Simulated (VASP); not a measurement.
# MgI2 (Immm) in VASP: further runs

MgI2 is run at these levels: PBE, r2SCAN; tasks: single point.

All numbers are computed with VASP 6.6.1; they aren't measurements. Logs are shortened: lines on timing, memory, paths and dates and some standing lists are left out, and cuts for length are marked.

## 1. The cell of the first run

Symmetry: Immm, No. 71, orthorhombic system. Conventional cell: a = 5.244 Å, b = 5.379 Å, c = 7.511 Å, α = 90.00°, β = 90.00°, γ = 90.00°. Mg (site symmetry mmm) has 8 I at 3.22 to 3.28 Å within 4.2 Å. I (site symmetry mm2) has 4 Mg at 3.22 to 3.28 Å and 6 I at 3.74 to 3.77 Å within 4.2 Å.

## 2. Single point, PBE (shear xy strain +2.5%)

Contents of INCAR:

```
SYSTEM = MgI2
ALGO     = Normal         ! electronic algorithm
EDIFF    = 1E-6           ! SCF threshold, eV
ENCUT    = 520            ! plane-wave cutoff, eV
GGA      = PE             ! functional
ISIF     = 2              ! what is computed and relaxed
ISMEAR   = -1             ! smearing method
LASPH    = .True.         ! aspherical terms in the spheres
LCHARG   = .False.        ! write CHGCAR
LREAL    = .False.        ! projectors in reciprocal space
LWAVE    = .False.        ! write WAVECAR
NBANDS   = 15             ! bands
NELM     = 60             ! most SCF steps
PREC     = Accurate       ! precision mode
SIGMA    = 0.02           ! smearing width, eV
```

Contents of KPOINTS:

```
k-points
0
Gamma
  6 6 6
  0 0 0
```

Contents of POSCAR:

```
MgI2
1.0
    0.0475098654      3.7557205885      3.7557205885
    3.7557205885      0.0475098654      3.7557205885
    3.8032304539      3.8032304539      0.0000000000
Mg I
1 2
Direct
    0.0000000000      0.0000000000      0.0000000000
    0.2510504937      0.2510504937      0.2489495063
    0.7489495063      0.7489495063      0.7510504937
```

Potentials or basis: VASP PAW PBE potentials, release 64 (Mg, I).

Command:

```
$ cat potpaw_PBE.64/Mg/POTCAR potpaw_PBE.64/I/POTCAR > POTCAR
$ mpirun -np 1 vasp_std > vasp.out
```

OUTCAR:

```text
SYSTEM = MgI2
   EDIFF = 1E-6
   ENCUT = 520
   GGA = PE
   ISIF = 2
   ISMEAR = -1
   LASPH = .True.
   LREAL = .False.
   NELM = 60
   PREC = Accurate

 ion  position               nearest neighbor table
   1  0.000  0.000  0.000-   3 3.22   3 3.22   2 3.22   2 3.22   3 3.28   2 3.28   3 3.28   2 3.28

   2  0.251  0.251  0.249-   1 3.22   1 3.22   1 3.28   1 3.28
   3  0.749  0.749  0.751-   1 3.22   1 3.22   1 3.28   1 3.28

  LATTYP: Found a body centered orthorhombic cell.
 ALAT       =     5.2442018967
 B/A-ratio  =     1.0256241454
 C/A-ratio  =     1.4323325694

  Lattice vectors:

 A1 = (   3.7557205885,   0.0475098654,  -3.7557205885)
 A2 = (  -3.7557205885,  -0.0475098654,  -3.7557205885)
 A3 = (   0.0475098654,   3.7557205885,   3.7557205885)

Analysis of symmetry for initial positions (statically):
=====================================================================
 Subroutine PRICEL returns:
 Original cell was already a primitive cell.

 Routine SETGRP: Setting up the symmetry group for a
 body centered orthorhombic supercell.

 Subroutine GETGRP returns: Found  8 space group operations
 (whereof  8 operations were pure point group operations)
 out of a pool of  8 trial point group operations.

The static configuration has the point symmetry D_2h.

Analysis of symmetry for dynamics (positions and initial velocities):
=====================================================================
 Subroutine PRICEL returns:
 Original cell was already a primitive cell.

 Routine SETGRP: Setting up the symmetry group for a
 body centered orthorhombic supercell.

 Subroutine GETGRP returns: Found  8 space group operations
 (whereof  8 operations were pure point group operations)
 out of a pool of  8 trial point group operations.

The dynamic configuration has the point symmetry D_2h.

 Subroutine INISYM returns: Found  8 space group operations
 (whereof  8 operations are pure point group operations),
 and found     1 'primitive' translations

----------------------------------------------------------------------------------------

                                     Primitive cell

  volume of cell :     105.9352

  direct lattice vectors                    reciprocal lattice vectors
     0.047509865  3.755720589  3.755720589    -0.134835919  0.134835919  0.133130244
     3.755720589  0.047509865  3.755720589     0.134835919 -0.134835919  0.133130244
     3.803230454  3.803230454  0.000000000     0.131467185  0.131467185 -0.133130244

  length of vectors
     5.311603474  5.311603474  5.378580089     0.232562061  0.232562061  0.228672043

  position of ions in fractional coordinates (direct lattice)
     0.000000000  0.000000000  0.000000000
     0.251050494  0.251050494  0.248949506
     0.748949506  0.748949506  0.751050494

  ion indices of the primitive-cell ions
   primitive index   ion index
                 1           1
                 2           2
                 3           3

----------------------------------------------------------------------------------------

 KPOINTS: k-points

Automatic generation of k-mesh.
 Grid dimensions read from file:
 generate k-points for:    6    6    6

 Generating k-lattice:

  Cartesian coordinates                     Fractional coordinates (reciprocal lattice)
    -0.022472653  0.022472653  0.022188374     0.166666667  0.000000000  0.000000000
     0.022472653 -0.022472653  0.022188374     0.000000000  0.166666667  0.000000000
     0.021911197  0.021911197 -0.022188374     0.000000000  0.000000000  0.166666667

  Length of vectors
     0.038760343  0.038760343  0.038112007

  Shift w.r.t. Gamma in fractional coordinates (k-lattice)
     0.000000000  0.000000000  0.000000000

 Subroutine IBZKPT returns following result:
 ===========================================

 Found     46 irreducible k-points:

 Following reciprocal coordinates:
            Coordinates               Weight
  0.000000  0.000000  0.000000      1.000000
  0.166667 -0.000000  0.000000      4.000000
  0.333333 -0.000000  0.000000      4.000000
  0.500000  0.000000  0.000000      2.000000
  0.166667  0.166667  0.000000      2.000000
  0.333333  0.166667  0.000000      4.000000
[... 16 lines left out ...]
 -0.166667  0.333333  0.166667      4.000000
  0.500000  0.500000  0.166667      4.000000
 [... further k-points ...]
   k-points           NKPTS =     46   k-points in BZ     NKDIM =     46   number of bands    NBANDS=     15
   number of dos      NEDOS =    301   number of ions     NIONS =      3
   total plane-waves  NPLWV =  64000
   dimension x,y,z NGX =    40 NGY =   40 NGZ =   40
   dimension x,y,z NGXF=    80 NGYF=   80 NGZF=   80
   ions per type =               1   2
   NGX,Y,Z   is equivalent  to a cutoff of  12.52, 12.52, 12.36 a.u.
   NGXF,Y,Z  is equivalent  to a cutoff of  25.04, 25.04, 24.73 a.u.
 SYSTEM =  MgI2
   PREC   = accura    normal or accurate (medium, high low for compatibility)
   ISTART =      0    job   : 0-new  1-cont  2-samecut
   ICHARG =      2    charge: 1-file 2-atom 10-const
   ISPIN  =      1    spin polarized calculation?
   LNONCOLLINEAR =      F non collinear calculations
   LSORBIT =      F    spin-orbit coupling
   LASPH  =      T    aspherical Exc in radial PAW
   ENCUT  =  520.0 eV  38.22 Ry    6.18 a.u.   9.88  9.88 10.00*2*pi/ulx,y,z
   NELM   =     60;   NELMIN=  2; NELMDL= -5     # of ELM steps
   EDIFF  = 0.1E-05   stopping-criterion for ELM
   LREAL  =      F    real-space projection
   EDIFFG = 0.1E-04   stopping-criterion for IOM
   NSW    =      0    number of steps for IOM
   IBRION =     -1    ionic relax: 0-MD 1-quasi-New 2-CG
   NFREE  =      0    steps in history (QN), initial steepest desc. (CG)
   ISIF   =      2    stress and relaxation
   ISYM   =      2    0-nonsym 1-usesym 2-fastsym
   POTIM  = 0.5000    time-step for ionic-motion
   TEBEG  =    0.0;   TEEND  =   0.0 temperature during run
   PSTRESS=    0.0 pullay stress
   NELECT =      16.0000    total number of electrons
   NUPDOWN=      -1.0000    fix difference up-down
   EMIN   =  10.00;   EMAX   =-10.00  energy-range for DOS
   EFERMI =   0.00;   METHOD = LEGACY
   ISMEAR =    -1;   SIGMA  =   0.02  broadening in eV -4-tet -1-fermi 0-gaus
   EFERMI_NEDOS =   21; number of points for ismear=-14 and -15
   IALGO  =     38    algorithm
   IMIX   =      4    mixing-type and parameters
     AMIX     =   0.40;   BMIX     =  1.00
     AMIX_MAG =   1.60;   BMIX_MAG =  1.00
  volume/ion in A,a.u.               =      35.31       238.30
  Fermi-wavevector in a.u.,A,eV,Ry     =   0.871836  1.647531 10.341758  0.760098
  Thomas-Fermi vector in A             =   1.991000
   LORBIT       =      0    0 simple, 1 ext, 2 COOP (PROOUT), +10 PAW based schemes
   GGA     = PE    functional components
   LHFCALC =     F    Hartree Fock is set to
   AEXX    =    0.0000 exact exchange contribution
   IVDW    =     0    specifies the selected vdW correction
   LEPSILON=     F    determine dielectric tensor
   LRPA    =     F    only Hartree local field effects (RPA)
 non-spin polarized calculation
  energy-cutoff  :      520.00
  volume of cell :      105.94
 maximum number of plane-waves:      2868
   NGX = 19   NGY = 19   NGZ = 21

 number of electron      16.0000000 magnetization

 Free energy of the ion-electron system (eV)
  ---------------------------------------------------
  ext. energy  EPLUGINS =         0.00000000
  ---------------------------------------------------
  free energy    TOTEN  =        -6.40570006 eV

  energy without entropy =       -6.40570005  energy(sigma->0) =       -6.40570005

 E-fermi :   3.5664     XC(G=0):  -8.1199

 val. band max:        3.2611775518   @ k =   0.5000   0.5000   0.0000
 cond. band min:       3.8513773513   @ k =   0.0000   0.0000   0.0000
 fundamental gap:      0.5901997995
 Fermi energy:         3.5663671224

 k-point     1 :       0.0000    0.0000    0.0000
  band No.  band energies     occupation
      1      -9.6751      2.00000
      2      -8.1143      2.00000
      3       0.2745      2.00000
      4       0.3022      2.00000
      5       0.3396      2.00000
      6       2.0768      2.00000
      7       2.1536      2.00000
      8       2.2316      2.00000
      9       3.8514      0.00000
     10       6.2663      0.00000
     11       6.3755      0.00000
     12       6.4821      0.00000
     13       8.4428      0.00000
     14       8.4470      0.00000
     15       9.8348      0.00000

 k-point     2 :       0.1667   -0.0000    0.0000
  band No.  band energies     occupation
      1      -9.5749      2.00000
      2      -8.2226      2.00000
      3       0.2560      2.00000
      4       0.3272      2.00000
      5       0.3562      2.00000
      6       1.4299      2.00000
      7       1.8909      2.00000
      8       1.9696      2.00000
      9       4.7262      0.00000
     10       6.5746      0.00000
     11       6.6856      0.00000
     12       6.7361      0.00000
     13       9.0027      0.00000
     14       9.0064      0.00000
     15      10.5932      0.00000

 k-point     3 :       0.3333   -0.0000    0.0000
  band No.  band energies     occupation
      1      -9.2975      2.00000
      2      -8.5160      2.00000
      3      -0.0054      2.00000
      4       0.5075      2.00000
      5       0.5084      2.00000
      6       0.8483      2.00000
      7       1.3889      2.00000
      8       1.4223      2.00000
      9       5.5946      0.00000
     10       7.4397      0.00000
     11       7.6005      0.00000
     12       8.0692      0.00000
     13      10.1185      0.00000
     14      10.1556      0.00000
     15      10.7925      0.00000
[... 343 lines left out ...]
 k-point    23 :      -0.1667    0.3333    0.1667
  band No.  band energies     occupation
      1      -9.1421      2.00000
      2      -8.6212      2.00000
      3      -0.9444      2.00000
      4      -0.4175      2.00000
      5       0.2706      2.00000
      6       1.3994      2.00000
      7       2.0987      2.00000
      8       2.7420      2.00000
      9       5.0856      0.00000
     10       7.4550      0.00000
     11       8.3710      0.00000
     12       9.1152      0.00000
     13       9.3139      0.00000
     14      10.6163      0.00000
     15      11.5667      0.00000

 k-point    24 :       0.5000    0.5000    0.1667
  band No.  band energies     occupation
      1      -9.0887      2.00000
      2      -8.6464      2.00000
      3      -1.3312      2.00000
      4      -0.3981      2.00000
      5      -0.2896      2.00000
      6       2.4013      2.00000
      7       2.4161      2.00000
      8       2.8979      2.00000
      9       4.6800      0.00000
     10       7.6661      0.00000
     11       8.8134      0.00000
     12       9.1466      0.00000
     13       9.9250      0.00000
     14      10.3362      0.00000
     15      11.1045      0.00000

 [... further k-points ...]

------------------------ aborting loop because EDIFF is reached ----------------------------------------

  FORCE on cell =-STRESS in cart. coord.  units (eV):
  Direction    XX          YY          ZZ          XY          YZ          ZX
  --------------------------------------------------------------------------------------
  -------------------------------------------------------------------------------------
  Total        0.1111357      0.1111357      0.1277073      0.2835353      0.0000000      0.0000000
  in kB        1.6808306      1.6808306      1.9314606      4.2882234      0.0000000      0.0000000
  external PRESSURE =       1.7643739 kB  Pullay stress =       0.0000000 kB

 VOLUME and BASIS-vectors are now :
 -----------------------------------------------------------------------------
  energy-cutoff  :      520.00
  volume of cell :      105.94
      direct lattice vectors                 reciprocal lattice vectors
     0.047509865  3.755720589  3.755720589    -0.134835919  0.134835919  0.133130244
     3.755720589  0.047509865  3.755720589     0.134835919 -0.134835919  0.133130244
     3.803230454  3.803230454  0.000000000     0.131467185  0.131467185 -0.133130244

 POSITION                                       TOTAL-FORCE (eV/Angst)
 -----------------------------------------------------------------------------------
      0.00000      0.00000      0.00000         0.000000     -0.000000     -0.000000
      1.90162      1.90162      1.88575        -0.000000      0.000000      0.005055
      5.70485      5.70485      5.62569        -0.000000      0.000000     -0.005055
 -----------------------------------------------------------------------------------
    total drift:                               -0.000000     -0.000000      0.000000

  FREE ENERGIE OF THE ION-ELECTRON SYSTEM (eV)
  ---------------------------------------------------
  free  energy   TOTEN  =        -6.4057000557 eV

  energy  without entropy=       -6.4057000519  energy(sigma->0) =       -6.40570005
```

Run time: 64 s. Hardware: 1 thread of Intel Xeon 6975P-C (Granite Rapids), shared host; peak memory 0.26 GiB.

Results:

```yaml
Free_energy: -6.4057 eV
Pressure: 0.2 GPa
Largest_force: 0.005 eV/Å
Band_gap_on_the_k_mesh: 0.59 eV (least direct gap 1.06 eV)
```

Forces in eV/Å, atoms in the order of the input:
```
Mg   0.000  0.000  0.000
I    0.000  0.000  0.005
I    0.000  0.000 -0.005
```

Caveat: the cell differs from its parent crystal (shear xy strain +2.5%); the structure was generated, so it needn't be the stable form of MgI2; semilocal functionals underestimate gaps, and a narrow one can read as zero; spin-orbit coupling is left out, which moves the levels of the heavy elements. A k mesh can miss the band edges.

[end of part 1 of 2]
